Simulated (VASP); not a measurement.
# MgO (Cm) in VASP: notebook

Runs on MgO. Level: PBE. Tasks: single point.

All numbers are computed with VASP 6.6.1; they aren't measurements. Logs are shortened: lines on timing, memory, paths and dates and some standing lists are left out, and cuts for length are marked.

### 1 The cell of the first run

Symmetry: Cm, No. 8, monoclinic system. Conventional cell: a = 5.230 Å, b = 3.020 Å, c = 3.020 Å, α = 90.00°, β = 125.26°, γ = 90.00°. Mg (site symmetry m) has 3 O at 1.65 to 1.86 Å within 2.2 Å. O (site symmetry m) has 3 Mg at 1.65 to 1.86 Å within 2.2 Å.

### 2 Single point, PBE (atom 2 (O) moved by (-0.600, -0.600) A along [1 1 0] and z)

INCAR

```
SYSTEM = MgO
PREC = Accurate
ENCUT = 520
EDIFF = 1E-6
ISMEAR = 0
SIGMA = 0.05
LREAL = .FALSE.
LASPH = .TRUE.
NELM = 100
ALGO = Normal
ISIF = 2
LWAVE = .FALSE.
LCHARG = .FALSE.
GGA = PE
NBANDS = 11
```

KPOINTS

```
regular mesh
0
G
  10 10 10
  0 0 0
```

POSCAR

```
MgO
1.0
    0.0000000000      2.1351500000      2.1351500000
    2.1351500000      0.0000000000      2.1351500000
    2.1351500000      2.1351500000      0.0000000000
Mg O
1 1
Direct
    0.0000000000      0.0000000000      0.0000000000
    0.3594946491      0.3594946491      0.4418007781
```

Potentials or basis: VASP PAW PBE potentials, release 64 (Mg, O).

Launch:

```console
> cat potpaw_PBE.64/Mg/POTCAR potpaw_PBE.64/O/POTCAR > POTCAR
> mpirun -np 1 vasp_std > vasp.out
```

OUTCAR:

```text
SYSTEM = MgO
   PREC = Accurate
   ENCUT = 520
   EDIFF = 1E-6
   ISMEAR = 0
   LREAL = .FALSE.
   LASPH = .TRUE.
   NELM = 100
   ISIF = 2
   GGA = PE

 ion  position               nearest neighbor table
   1  0.000  0.000  0.000-   2 1.65   2 1.86   2 1.86   2 2.66   2 2.66   2 2.80
   2  0.359  0.359  0.442-   1 1.65   1 1.86   1 1.86   1 2.66   1 2.66   1 2.80

  LATTYP: Found a face centered cubic cell.
 ALAT       =     4.2703000000

  Lattice vectors:

 A1 = (   0.0000000000,   2.1351500000,   2.1351500000)
 A2 = (   2.1351500000,   0.0000000000,   2.1351500000)
 A3 = (   2.1351500000,   2.1351500000,   0.0000000000)

Analysis of symmetry for initial positions (statically):
=====================================================================
 Subroutine PRICEL returns:
 Original cell was already a primitive cell.

 Routine SETGRP: Setting up the symmetry group for a
 face centered cubic supercell.

 Subroutine GETGRP returns: Found  2 space group operations
 (whereof  2 operations were pure point group operations)
 out of a pool of 48 trial point group operations.

The static configuration has the point symmetry C_1h.

Analysis of symmetry for dynamics (positions and initial velocities):
=====================================================================
 Subroutine PRICEL returns:
 Original cell was already a primitive cell.

 Routine SETGRP: Setting up the symmetry group for a
 face centered cubic supercell.

 Subroutine GETGRP returns: Found  2 space group operations
 (whereof  2 operations were pure point group operations)
 out of a pool of 48 trial point group operations.

The dynamic configuration has the point symmetry C_1h.

 Subroutine INISYM returns: Found  2 space group operations
 (whereof  2 operations are pure point group operations),
 and found     1 'primitive' translations

----------------------------------------------------------------------------------------

                                     Primitive cell

  volume of cell :      19.4677

  direct lattice vectors                    reciprocal lattice vectors
     0.000000000  2.135150000  2.135150000    -0.234175585  0.234175585  0.234175585
     2.135150000  0.000000000  2.135150000     0.234175585 -0.234175585  0.234175585
     2.135150000  2.135150000  0.000000000     0.234175585  0.234175585 -0.234175585

  length of vectors
     3.019558088  3.019558088  3.019558088     0.405604011  0.405604011  0.405604011

  position of ions in fractional coordinates (direct lattice)
     0.000000000  0.000000000  0.000000000
     0.359494649  0.359494649  0.441800778

  ion indices of the primitive-cell ions
   primitive index   ion index
                 1           1
                 2           2

----------------------------------------------------------------------------------------

 KPOINTS: regular mesh

Automatic generation of k-mesh.
 Grid dimensions read from file:
 generate k-points for:   10   10   10

 Generating k-lattice:

  Cartesian coordinates                     Fractional coordinates (reciprocal lattice)
    -0.023417558  0.023417558  0.023417558     0.100000000  0.000000000  0.000000000
     0.023417558 -0.023417558  0.023417558     0.000000000  0.100000000  0.000000000
     0.023417558  0.023417558 -0.023417558     0.000000000  0.000000000  0.100000000

  Length of vectors
     0.040560401  0.040560401  0.040560401

  Shift w.r.t. Gamma in fractional coordinates (k-lattice)
     0.000000000  0.000000000  0.000000000

 Subroutine IBZKPT returns following result:
 ===========================================

 Found    282 irreducible k-points:

 Following reciprocal coordinates:
            Coordinates               Weight
  0.000000  0.000000  0.000000      1.000000
  0.100000  0.000000  0.000000      4.000000
  0.000000  0.000000  0.100000      2.000000
  0.100000  0.100000  0.100000      2.000000
  0.200000  0.000000  0.000000      4.000000
  0.000000  0.000000  0.200000      2.000000
[... 16 lines left out ...]
  0.200000  0.100000  0.200000      4.000000
  0.100000 -0.100000 -0.100000      4.000000
 [... further k-points ...]
   k-points           NKPTS =    282   k-points in BZ     NKDIM =    282   number of bands    NBANDS=     11
   number of dos      NEDOS =    301   number of ions     NIONS =      2
   total plane-waves  NPLWV =  13824
   dimension x,y,z NGX =    24 NGY =   24 NGZ =   24
   dimension x,y,z NGXF=    48 NGYF=   48 NGZF=   48
   ions per type =               1   1
   NGX,Y,Z   is equivalent  to a cutoff of  13.21, 13.21, 13.21 a.u.
   NGXF,Y,Z  is equivalent  to a cutoff of  26.43, 26.43, 26.43 a.u.
 SYSTEM =  MgO
   PREC   = accura    normal or accurate (medium, high low for compatibility)
   ISTART =      0    job   : 0-new  1-cont  2-samecut
   ICHARG =      2    charge: 1-file 2-atom 10-const
   ISPIN  =      1    spin polarized calculation?
   LNONCOLLINEAR =      F non collinear calculations
   LSORBIT =      F    spin-orbit coupling
   LASPH  =      T    aspherical Exc in radial PAW
   ENCUT  =  520.0 eV  38.22 Ry    6.18 a.u.   5.61  5.61  5.61*2*pi/ulx,y,z
   NELM   =    100;   NELMIN=  2; NELMDL= -5     # of ELM steps
   EDIFF  = 0.1E-05   stopping-criterion for ELM
   LREAL  =      F    real-space projection
   EDIFFG = 0.1E-04   stopping-criterion for IOM
   NSW    =      0    number of steps for IOM
   IBRION =     -1    ionic relax: 0-MD 1-quasi-New 2-CG
   NFREE  =      0    steps in history (QN), initial steepest desc. (CG)
   ISIF   =      2    stress and relaxation
   ISYM   =      2    0-nonsym 1-usesym 2-fastsym
   POTIM  = 0.5000    time-step for ionic-motion
   TEBEG  =    0.0;   TEEND  =   0.0 temperature during run
   PSTRESS=    0.0 pullay stress
   NELECT =       8.0000    total number of electrons
   NUPDOWN=      -1.0000    fix difference up-down
   EMIN   =  10.00;   EMAX   =-10.00  energy-range for DOS
   EFERMI =   0.00;   METHOD = LEGACY
   ISMEAR =     0;   SIGMA  =   0.05  broadening in eV -4-tet -1-fermi 0-gaus
   EFERMI_NEDOS =   21; number of points for ismear=-14 and -15
   IALGO  =     38    algorithm
   IMIX   =      4    mixing-type and parameters
     AMIX     =   0.40;   BMIX     =  1.00
     AMIX_MAG =   1.60;   BMIX_MAG =  1.00
  volume/ion in A,a.u.               =       9.73        65.69
  Fermi-wavevector in a.u.,A,eV,Ry     =   1.217119  2.300022 20.155386  1.481379
  Thomas-Fermi vector in A             =   2.352450
   LORBIT       =      0    0 simple, 1 ext, 2 COOP (PROOUT), +10 PAW based schemes
   GGA     = PE    functional components
   LHFCALC =     F    Hartree Fock is set to
   AEXX    =    0.0000 exact exchange contribution
   IVDW    =     0    specifies the selected vdW correction
   LEPSILON=     F    determine dielectric tensor
   LRPA    =     F    only Hartree local field effects (RPA)
 non-spin polarized calculation
 Gauss-broadening in eV      SIGMA  =   0.05
  energy-cutoff  :      520.00
  volume of cell :       19.47
 maximum number of plane-waves:       544
   NGX = 11   NGY = 11   NGZ = 11

 number of electron       7.9999998 magnetization

 Free energy of the ion-electron system (eV)
  ---------------------------------------------------
  ext. energy  EPLUGINS =         0.00000000
  ---------------------------------------------------
  free energy    TOTEN  =       -10.32866751 eV

  energy without entropy =      -10.32866751  energy(sigma->0) =      -10.32866751

 E-fermi :   3.2248     XC(G=0): -10.6910

 val. band max:        2.8925963448   @ k =   0.0000   0.0000   0.0000
 cond. band min:       6.5992656390   @ k =   0.0000   0.0000   0.0000
 fundamental gap:      3.7066692942
 Fermi energy:         3.2248206854

 k-point     1 :       0.0000    0.0000    0.0000
  band No.  band energies     occupation
      1     -14.4347      2.00000
      2       2.0061      2.00000
      3       2.0776      2.00000
      4       2.8926      2.00000
      5       6.5993      0.00000
      6      18.9669      0.00000
      7      19.6735      0.00000
      8      20.5958      0.00000
      9      22.3698      0.00000
     10      23.9845      0.00000
     11      24.3709      0.00000

 k-point     2 :       0.1000    0.0000    0.0000
  band No.  band energies     occupation
      1     -14.3430      2.00000
      2       1.5456      2.00000
      3       2.0156      2.00000
      4       2.8342      2.00000
      5       7.1704      0.00000
      6      17.7117      0.00000
      7      19.1826      0.00000
      8      21.5598      0.00000
      9      22.2751      0.00000
     10      23.6874      0.00000
     11      24.4296      0.00000

 k-point     3 :       0.0000    0.0000    0.1000
  band No.  band energies     occupation
      1     -14.3410      2.00000
      2       1.5300      2.00000
      3       2.0717      2.00000
      4       2.8255      2.00000
      5       7.1469      0.00000
      6      17.5158      0.00000
      7      19.5996      0.00000
      8      21.3540      0.00000
      9      22.1433      0.00000
     10      23.4720      0.00000
     11      24.6602      0.00000

 k-point     4 :       0.1000    0.1000    0.1000
  band No.  band energies     occupation
      1     -14.3458      2.00000
      2       1.9269      2.00000
      3       2.0357      2.00000
      4       2.2226      2.00000
      5       7.3518      0.00000
      6      18.6044      0.00000
      7      19.2381      0.00000
      8      19.8180      0.00000
      9      23.4011      0.00000
     10      23.6091      0.00000
     11      24.5026      0.00000
[... 239 lines left out ...]
 k-point    22 :       0.1000    0.1000   -0.1000
  band No.  band energies     occupation
      1     -14.1090      2.00000
      2       0.7648      2.00000
      3       1.9424      2.00000
      4       2.6887      2.00000
      5       8.1297      0.00000
      6      15.8187      0.00000
      7      19.3697      0.00000
      8      19.3959      0.00000
      9      23.6937      0.00000
     10      24.7644      0.00000
     11      25.0646      0.00000

 k-point    23 :       0.2000    0.1000    0.2000
  band No.  band energies     occupation
      1     -14.1238      2.00000
      2       0.9967      2.00000
      3       1.8061      2.00000
      4       2.0839      2.00000
      5       8.6086      0.00000
      6      16.7923      0.00000
      7      19.2080      0.00000
      8      19.4783      0.00000
      9      21.6689      0.00000
     10      25.1458      0.00000
     11      26.1902      0.00000

 k-point    24 :       0.1000   -0.1000   -0.1000
  band No.  band energies     occupation
      1     -14.1167      2.00000
      2       0.7064      2.00000
      3       1.8666      2.00000
      4       2.7016      2.00000
      5       8.3006      0.00000
      6      16.0680      0.00000
      7      18.8996      0.00000
      8      19.4603      0.00000
      9      23.4068      0.00000
     10      24.8614      0.00000
     11      25.4419      0.00000

 [... further k-points ...]
[... 5 lines left out ...]
  --------------------------------------------------------------------------------------
  -------------------------------------------------------------------------------------
  Total        3.3467967      3.3467967     10.4729485     -0.3789275     -2.9568849     -2.9568858
  in kB      275.4385633    275.4385633    861.9148849    -31.1854196   -243.3491472   -243.3492259
  external PRESSURE =     470.9306705 kB  Pullay stress =       0.0000000 kB

 VOLUME and BASIS-vectors are now :
 -----------------------------------------------------------------------------
  energy-cutoff  :      520.00
  volume of cell :       19.47
      direct lattice vectors                 reciprocal lattice vectors
     0.000000000  2.135150000  2.135150000    -0.234175585  0.234175585  0.234175585
     2.135150000  0.000000000  2.135150000     0.234175585 -0.234175585  0.234175585
     2.135150000  2.135150000  0.000000000     0.234175585  0.234175585 -0.234175585

 POSITION                                       TOTAL-FORCE (eV/Angst)
 -----------------------------------------------------------------------------------
      0.00000      0.00000      0.00000         0.567300      0.567300     -5.447435
      1.71089      1.71089      1.53515        -0.567300     -0.567300      5.447435
 -----------------------------------------------------------------------------------
    total drift:                                0.000657      0.000657      0.001048

  FREE ENERGIE OF THE ION-ELECTRON SYSTEM (eV)
  ---------------------------------------------------
  free  energy   TOTEN  =       -10.3286675100 eV

  energy  without entropy=      -10.3286675100  energy(sigma->0) =      -10.32866751
```

It took 55 s on 1 thread of AMD EPYC 7R43 (Zen 3), shared host; peak memory 0.15 GiB.

Results:

| Quantity | Value |
| --- | --- |
| Free energy | -10.3287 eV |
| Pressure | 47.1 GPa |
| Largest force | 5.506 eV/Å |
| Band gap on the k mesh | 3.71 eV, direct |

Forces in eV/Å, atoms in the order of the input:
```
Mg   0.567  0.567 -5.447
O   -0.567 -0.567  5.447
```

Levels at points of the mesh, in eV from the valence-band top:
```
           k point  band 1  band 2  band 3  band 4  band 5  band 6  band 7  band 8
(0.00, 0.00, 0.00)  -17.33   -0.89   -0.81    0.00    3.71   16.07   16.78   17.70
(0.50, 0.00, 0.00)  -16.25   -4.52   -1.04   -0.34    7.67   10.24   14.86   17.77
(0.00, 0.00, 0.50)  -16.23   -4.45   -0.87   -0.36    7.49   10.17   14.79   17.63
(0.50, 0.50, 0.50)  -16.28   -4.41   -1.31   -1.23    8.74   11.08   15.88   16.05
(0.50, 0.50, 0.00)  -15.96   -3.72   -1.65   -1.49    7.26   10.03   12.66   18.18
(0.00, 0.50, 0.50)  -15.97   -3.91   -1.79   -1.46    7.34   10.59   12.85   17.71
```

Caveat: the cell differs from its parent crystal (atom 2 (O) moved by (-0.600, -0.600) A along [1 1 0] and z); forces of over 1 eV/Å act on the atoms, so gaps and moduli don't describe the material at rest.

(Continued in part 2 of 2.)
